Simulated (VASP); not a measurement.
Write the native input for VASP 6.6.1 that does the following.

* Task: single point
* Functional: PBE
* Potentials or basis: VASP PAW PBE potentials, release 64 (Cd, S)
* Cutoff: 520 eV
* k mesh: 7 × 7 × 4
* Occupations: fermi-dirac, width 0.01 eV
* Spin: no spin polarisation
* Dipole correction: no
* Further INCAR settings: ALGO = Normal; EDIFF = 1e-07; NBANDS = 26

The structure of CdS lies in POSCAR:

```
CdS
1.0
    4.1621827776      0.0000000000      0.0000000000
   -2.0810913888      3.6045560206      0.0000000000
    0.0000000000      0.0000000000      6.7936966668
Cd S
2 2
Direct
    0.3333333333      0.6666666667      0.0000000000
    0.6666666667      0.3333333333      0.5000000000
    0.3333333333      0.6666666667      0.3850000000
    0.6666666667      0.3333333333      0.8850000000
```

This cell differs from its parent crystal: volume scaled by 1.02.

These files were run (other wordings do the same):

INCAR

```
PREC = Accurate
ENCUT = 520
EDIFF = 1E-7
ISMEAR = -1
SIGMA = 0.01
LREAL = False
LASPH = True
NELM = 80
ALGO = Normal
ISIF = 2
LWAVE = False
LCHARG = False
GGA = PE
NBANDS = 26
```

KPOINTS

```
regular mesh
0
Gamma
  7 7 4
```

Potentials or basis: VASP PAW PBE potentials, release 64 (Cd, S).

Launch:

```console
$ cat potpaw_PBE.64/Cd/POTCAR potpaw_PBE.64/S/POTCAR > POTCAR
$ mpirun -np 1 vasp_std > vasp.out
```

Results of the run:

```
Pressure               : 1.6 GPa
Largest force          : 0.249 eV/Å
Band gap on the k mesh : 1.18 eV, direct
```

Wall time 26 s on 1 thread of Intel(R) Xeon(R) 6975P-C (Granite Rapids) (shared host), peak memory 0.24 GiB.
